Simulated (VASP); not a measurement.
Here is a VASP 6.6.1 calculation.

File INCAR:

```
PREC = Accurate
ENCUT = 520
EDIFF = 1E-7
ISMEAR = 0
SIGMA = 0.1
LREAL = False
LASPH = True
NELM = 60
ALGO = Normal
ISIF = 2
LWAVE = False
LCHARG = False
GGA = PE
NBANDS = 11
```

KPOINTS

```
regular mesh
0
Gamma
  24 24 24
```

Contents of POSCAR:

```
SiC
1.0
    0.0000000000      2.0285382249      2.0285382249
    2.0285382249      0.0000000000      2.0285382249
    2.0285382249      2.0285382249      0.0000000000
Si C
1 1
Direct
    0.5000000000      0.5000000000      0.5000000000
    0.0000000000      0.0000000000      0.0000000000
```

Potentials or basis: VASP PAW PBE potentials, release 64 (Si, C).

The run is started by

```sh
$ cat potpaw_PBE.64/Si/POTCAR potpaw_PBE.64/C/POTCAR > POTCAR
$ mpirun -np 1 vasp_std > vasp.out
```

Q: What does it give for the band gap on the k mesh?

A: Zero (band 4 reaches 12.38 eV, above the bottom of band 5 at 11.33 eV).

Q: Predict the pressure.

A: 0.2 GPa.
